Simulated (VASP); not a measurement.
# Os (P6/mmm) in VASP: relaxation of cell and atoms with PBE

Aim: the relaxation of cell and atoms of Os with PBE.

Program: VASP 6.6.1. These are calculated values, not measurements. Logs are shortened: lines on timing, memory, paths and dates and some standing lists are left out, and cuts for length are marked.

## Step 1: The cell of the first run

Symmetry: P6/mmm, No. 191, hexagonal system. The conventional cell has a = 2.673 Å, b = 2.673 Å, c = 2.546 Å, α = 90.00°, β = 90.00°, γ = 120.00°. Within 3.4 Å of Os (site symmetry 6/mmm) lie 8 Os at 2.55 to 2.67 Å.

This isn't the form of Os at room conditions, which is hcp.

## Step 2: Relaxation of cell and atoms, PBE

File INCAR:

```
SYSTEM = Os
  PREC = Accurate
  ENCUT = 600
  EDIFF = 1E-6
  ISMEAR = 0
  SIGMA = 0.1
  LREAL = .False.
  LASPH = .True.
  NELM = 60
  ALGO = Fast
  ISIF = 3
  LWAVE = .False.
  LCHARG = .False.
  GGA = PE
  IBRION = 2
  NSW = 100
  EDIFFG = -0.01
```

File KPOINTS:

```
Automatic mesh
0
Gamma
  24 24 22
  0 0 0
```

File POSCAR:

```
Os
1.0
    2.6725488254      0.0000000000      0.0000000000
   -1.3362744127      2.3144951756      0.0000000000
    0.0000000000      0.0000000000      2.5464346571
Os
1
Direct
    0.0000000000      0.0000000000      0.0000000000
```

Potentials or basis: VASP PAW PBE potentials, release 64 (Os).

Launch:

```bash
$ cat potpaw_PBE.64/Os/POTCAR > POTCAR
$ mpirun -np 1 vasp_std > vasp.out
```

OUTCAR:

```text
SYSTEM = Os
   PREC = Accurate
   ENCUT = 600
   EDIFF = 1E-6
   ISMEAR = 0
   LREAL = .False.
   LASPH = .True.
   NELM = 60
   ISIF = 3
   GGA = PE
   IBRION = 2
   NSW = 100
   EDIFFG = -0.01

 ion  position               nearest neighbor table
   1  0.000  0.000  0.000-

  LATTYP: Found a hexagonal cell.
 ALAT       =     2.6725488254
 C/A-ratio  =     0.9528112762

  Lattice vectors:

 A1 = (   2.6725488254,   0.0000000000,   0.0000000000)
 A2 = (  -1.3362744127,   2.3144951756,   0.0000000000)
 A3 = (   0.0000000000,   0.0000000000,   2.5464346571)

Analysis of symmetry for initial positions (statically):
=====================================================================
 Subroutine PRICEL returns:
 Original cell was already a primitive cell.

 Routine SETGRP: Setting up the symmetry group for a
 hexagonal supercell.

 Subroutine GETGRP returns: Found 24 space group operations
 (whereof 24 operations were pure point group operations)
 out of a pool of 24 trial point group operations.

The static configuration has the point symmetry D_6h.

Analysis of symmetry for dynamics (positions and initial velocities):
=====================================================================
 Subroutine PRICEL returns:
 Original cell was already a primitive cell.

 Routine SETGRP: Setting up the symmetry group for a
 hexagonal supercell.

 Subroutine GETGRP returns: Found 24 space group operations
 (whereof 24 operations were pure point group operations)
 out of a pool of 24 trial point group operations.

The dynamic configuration has the point symmetry D_6h.

 Subroutine INISYM returns: Found 24 space group operations
 (whereof 24 operations are pure point group operations),
 and found     1 'primitive' translations

----------------------------------------------------------------------------------------

                                     Primitive cell

  volume of cell :      15.7512

  direct lattice vectors                    reciprocal lattice vectors
     2.672548825  0.000000000  0.000000000     0.374174642  0.216029830  0.000000000
    -1.336274413  2.314495176  0.000000000     0.000000000  0.432059661  0.000000000
     0.000000000  0.000000000  2.546434657     0.000000000  0.000000000  0.392705934

  length of vectors
     2.672548825  2.672548825  2.546434657     0.432059661  0.432059661  0.392705934

  position of ions in fractional coordinates (direct lattice)
     0.000000000  0.000000000  0.000000000

  ion indices of the primitive-cell ions
   primitive index   ion index
                 1           1

----------------------------------------------------------------------------------------

 KPOINTS: Automatic mesh

Automatic generation of k-mesh.
 Grid dimensions read from file:
 generate k-points for:   24   24   22

 Generating k-lattice:

  Cartesian coordinates                     Fractional coordinates (reciprocal lattice)
     0.015590610  0.009001243  0.000000000     0.041666667  0.000000000  0.000000000
     0.000000000  0.018002486  0.000000000     0.000000000  0.041666667  0.000000000
     0.000000000  0.000000000  0.017850270     0.000000000  0.000000000  0.045454545

  Length of vectors
     0.018002486  0.018002486  0.017850270

  Shift w.r.t. Gamma in fractional coordinates (k-lattice)
     0.000000000  0.000000000  0.000000000

 Subroutine IBZKPT returns following result:
 ===========================================

 Found    732 irreducible k-points:

 Following reciprocal coordinates:
            Coordinates               Weight
  0.000000  0.000000  0.000000      1.000000
  0.041667  0.000000  0.000000      6.000000
  0.083333  0.000000  0.000000      6.000000
  0.125000  0.000000  0.000000      6.000000
  0.166667  0.000000  0.000000      6.000000
  0.208333  0.000000  0.000000      6.000000
[... 16 lines left out ...]
  0.416667  0.041667  0.000000     12.000000
  0.458333  0.041667  0.000000     12.000000
 [... further k-points ...]
   k-points           NKPTS =    732   k-points in BZ     NKDIM =    732   number of bands    NBANDS=      8
   number of dos      NEDOS =    301   number of ions     NIONS =      1
   total plane-waves  NPLWV =  11520
   dimension x,y,z NGX =    24 NGY =   24 NGZ =   20
   dimension x,y,z NGXF=    48 NGYF=   48 NGZF=   40
   ions per type =               1
   NGX,Y,Z   is equivalent  to a cutoff of  14.93, 14.93, 13.06 a.u.
   NGXF,Y,Z  is equivalent  to a cutoff of  29.86, 29.86, 26.11 a.u.
 SYSTEM =  Os
   PREC   = accura    normal or accurate (medium, high low for compatibility)
   ISTART =      0    job   : 0-new  1-cont  2-samecut
   ICHARG =      2    charge: 1-file 2-atom 10-const
   ISPIN  =      1    spin polarized calculation?
   LNONCOLLINEAR =      F non collinear calculations
   LSORBIT =      F    spin-orbit coupling
   LASPH  =      T    aspherical Exc in radial PAW
   ENCUT  =  600.0 eV  44.10 Ry    6.64 a.u.   5.34  5.34  5.09*2*pi/ulx,y,z
   NELM   =     60;   NELMIN=  2; NELMDL= -5     # of ELM steps
   EDIFF  = 0.1E-05   stopping-criterion for ELM
   LREAL  =      F    real-space projection
   EDIFFG = -.1E-01   stopping-criterion for IOM
   NSW    =    100    number of steps for IOM
   IBRION =      2    ionic relax: 0-MD 1-quasi-New 2-CG
   NFREE  =      1    steps in history (QN), initial steepest desc. (CG)
   ISIF   =      3    stress and relaxation
   ISYM   =      2    0-nonsym 1-usesym 2-fastsym
   POTIM  = 0.5000    time-step for ionic-motion
   TEBEG  =    0.0;   TEEND  =   0.0 temperature during run
   PSTRESS=    0.0 pullay stress
   NELECT =       8.0000    total number of electrons
   NUPDOWN=      -1.0000    fix difference up-down
   EMIN   =  10.00;   EMAX   =-10.00  energy-range for DOS
   EFERMI =   0.00;   METHOD = LEGACY
   ISMEAR =     0;   SIGMA  =   0.10  broadening in eV -4-tet -1-fermi 0-gaus
   EFERMI_NEDOS =   21; number of points for ismear=-14 and -15
   IALGO  =     68    algorithm
   IMIX   =      4    mixing-type and parameters
     AMIX     =   0.40;   BMIX     =  1.00
     AMIX_MAG =   1.60;   BMIX_MAG =  1.00
  volume/ion in A,a.u.               =      15.75       106.29
  Fermi-wavevector in a.u.,A,eV,Ry     =   1.306171  2.468305 23.212661  1.706082
  Thomas-Fermi vector in A             =   2.436991
   LORBIT       =      0    0 simple, 1 ext, 2 COOP (PROOUT), +10 PAW based schemes
   GGA     = PE    functional components
   LHFCALC =     F    Hartree Fock is set to
   AEXX    =    0.0000 exact exchange contribution
   IVDW    =     0    specifies the selected vdW correction
   LEPSILON=     F    determine dielectric tensor
   LRPA    =     F    only Hartree local field effects (RPA)
 conjugate gradient relaxation of ions
 non-spin polarized calculation
 RMM-DIIS sequential band-by-band and
 Gauss-broadening in eV      SIGMA  =   0.10
  energy-cutoff  :      600.00
  volume of cell :       15.75
 maximum number of plane-waves:       550
 NGX is ok and might be reduce to    24
   NGX = 11   NGY = 11   NGZ = 11

--------------------------------------- Ionic step        1  -------------------------------------------

 number of electron       7.9999999 magnetization

 Free energy of the ion-electron system (eV)
  ---------------------------------------------------
  ext. energy  EPLUGINS =         0.00000000
  ---------------------------------------------------
  free energy    TOTEN  =       -10.12238192 eV

  energy without entropy =      -10.11553864  energy(sigma->0) =      -10.11896028

------------------------ aborting loop because EDIFF is reached ----------------------------------------

  FORCE on cell =-STRESS in cart. coord.  units (eV):
  Direction    XX          YY          ZZ          XY          YZ          ZX
  --------------------------------------------------------------------------------------
  -------------------------------------------------------------------------------------
  Total       -0.0447041     -0.0447041      0.2109116     -0.0000000      0.0000000      0.0000000
  in kB       -4.5471896     -4.5471896     21.4534226     -0.0000000      0.0000000      0.0000000
  external PRESSURE =       4.1196812 kB  Pullay stress =       0.0000000 kB
[... 125 lines left out ...]
  energy  without entropy=      -10.1161209888  energy(sigma->0) =      -10.11938328

--------------------------------------- Ionic step        5  -------------------------------------------

 number of electron       7.9999999 magnetization

 Free energy of the ion-electron system (eV)
  ---------------------------------------------------
  ext. energy  EPLUGINS =         0.00000000
  ---------------------------------------------------
  free energy    TOTEN  =       -10.12328122 eV

  energy without entropy =      -10.11661768  energy(sigma->0) =      -10.11994945

 E-fermi :   7.6800     XC(G=0): -13.2593

 val. band max:        7.6682857948   @ k =   0.2500   0.1250   0.2273
 cond. band min:       7.6867479070   @ k =   0.1250   0.1250   0.3636
 fundamental gap:      0.0184621122
 Fermi energy:         7.6800046325

 k-point     1 :       0.0000    0.0000    0.0000
  band No.  band energies     occupation
      1      -2.0529      2.00000
      2       1.7659      2.00000
      3       5.2568      2.00000
      4       5.2568      2.00000
      5      10.2185      0.00000
      6      10.2185      0.00000
      7      22.4382      0.00000
      8      22.7728      0.00000
[... 243 lines left out ...]
 k-point    24 :       0.4583    0.0417    0.0000
  band No.  band energies     occupation
      1       0.9852      2.00000
      2       2.7528      2.00000
      3       6.8285      2.00000
      4       7.3567      2.00000
      5       9.4307      0.00000
      6      10.9846      0.00000
      7      15.8060      0.00000
      8      21.1616      0.00000

 [... further k-points ...]

------------------------ aborting loop because EDIFF is reached ----------------------------------------

  FORCE on cell =-STRESS in cart. coord.  units (eV):
  Direction    XX          YY          ZZ          XY          YZ          ZX
  --------------------------------------------------------------------------------------
  -------------------------------------------------------------------------------------
  Total        0.0011613      0.0011613     -0.0020392     -0.0000000      0.0000000      0.0000000
  in kB        0.1178782      0.1178782     -0.2069953     -0.0000000      0.0000000      0.0000000
  external PRESSURE =       0.0095871 kB  Pullay stress =       0.0000000 kB
[... 16 lines left out ...]
  FREE ENERGIE OF THE ION-ELECTRON SYSTEM (eV)
  ---------------------------------------------------
  free  energy   TOTEN  =       -10.1232812163 eV

  energy  without entropy=      -10.1166176801  energy(sigma->0) =      -10.11994945

 reached required accuracy - stopping structural energy minimisation
```

Run time: 83 s. Hardware: 1 thread of Intel Xeon 6975P-C (Granite Rapids), shared host; peak memory 0.26 GiB.

Results:

```
Free energy                           : -10.1233 eV
Relaxed volume                        : 15.78 Å³/atom
Relaxed cell                          : a = 2.665 Å, b = 2.665 Å, c = 2.565 Å, α = 90.00°, β = 90.00°, γ = 120.00°
Space group after relaxing (to 0.1 Å) : P6/mmm (No. 191)
Energy gained by relaxing             : 0.9 meV/atom
Ionic steps                           : 5
Pressure after relaxing               : 0.0 GPa
Band gap on the k mesh                : zero (bands 4 and 5 overlap by 4.89 eV)
```

Step by step:
```tsv
step	energy change (eV)	largest force (eV/Å)	pressure (GPa)	volume (Å³)
1	0.0000	0.0000	0.41	15.75
2	-0.0007	0.0000	-1.10	15.84
3	-0.0008	0.0000	-0.65	15.81
4	-0.0003	0.0000	1.79	15.70
5	-0.0009	0.0000	0.00	15.78
```

Final structure:
```yaml
crystal:
  lattice:
    - [2.66547, 0.00000, 0.00000]
    - [-1.33274, 2.30837, 0.00000]
    - [0.00000, 0.00000, 2.56525]
  atoms:
    - { symbol: Os, position: [0.00000, 0.00000, 0.00000] }
```

Levels at points of the mesh, in eV from the Fermi level:
| k point | band 2 | band 3 | band 4 | band 5 | band 6 | band 7 |
| --- | --- | --- | --- | --- | --- | --- |
| (0.00, 0.00, 0.00) | -5.91 | -2.42 | -2.42 | 2.54 | 2.54 | 14.76 |
| (0.50, 0.00, 0.00) | -4.93 | -0.88 | -0.12 | 1.79 | 3.18 | 8.12 |
| (0.00, 0.00, 0.50) | -1.76 | -1.76 | -1.36 | -0.39 | -0.39 | 7.18 |
| (0.50, 0.00, 0.50) | -5.37 | -1.66 | 3.47 | 4.45 | 5.57 | 5.69 |

Caveat: spin-orbit coupling is left out, which moves the levels of the heavy elements.
